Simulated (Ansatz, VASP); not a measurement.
# One calculation of BAs, two programs

INCAR

```
  ALGO = Normal
  EDIFF = 1E-6
  EDIFFG = -0.02
  ENCUT = 600
  GGA = PS
  IBRION = 2
  ISIF = 3
  ISMEAR = 0
  LASPH = True
  LCHARG = False
  LREAL = False
  LWAVE = False
  NELM = 60
  NSW = 100
  PREC = Accurate
  SIGMA = 0.01
```

KPOINTS

```
k-points
0
Gamma
  6 6 6
```

POSCAR

```
BAs
1.0
    0.0000000000      2.3885000000      2.3885000000
    2.3885000000      0.0000000000      2.3885000000
    2.3885000000      2.3885000000      0.0000000000
B As
1 1
Direct
    0.0000000000      0.0000000000      0.0000000000
    0.2500000000      0.2500000000      0.2500000000
```

Input for Ansatz:

```yaml
crystal:
  lattice:
    - [0.0, 2.3885, 2.3885]
    - [2.3885, 0.0, 2.3885]
    - [2.3885, 2.3885, 0.0]
  atoms:
    - { symbol: B, position: [0.0, 0.0, 0.0] }
    - { symbol: As, position: [0.25, 0.25, 0.25] }
kpoints:
  mp_grid:
    grid: [6, 6, 6]
hamiltonian:
  xc: pbesol
  dispersion: none
scf:
  occupations:
    method: fixed
relax:
  f_tol: 0.02
  max_steps: 100
  cell: {}
```

Alike in both runs: task relaxation of cell and atoms; functional PBEsol; k mesh 6 × 6 × 6; no spin polarisation.

```csv
,VASP,Ansatz
version,VASP 6.6.1,Ansatz 0.2.0
potentials or method,"VASP PAW PBE potentials, release 64 (B, As)","plane waves, PAW"
plane-wave cutoff (eV),600,420
occupations,"gaussian, width 0.01 eV",fixed
valence electrons in the cell,8,18
```

Ansatz gave:

| Quantity | Value |
| --- | --- |
| relaxed volume (Å³/atom) | 13.55 |
| relaxed cell length with the largest relative difference (Å) | 3.372 |

Task: Estimate VASP's values.

Result: Relaxed volume (Å³/atom): 13.63; relaxed cell length with the largest relative difference (Å): 3.378.

VASP's potentials were made for PBE, not for PBEsol. VASP's potentials hold 8 valence electrons a cell and Ansatz's 18, so a difference there can come from the potentials and not from the codes.

Noted on VASP's run: the relaxation stopped at its first step, so nothing moved.
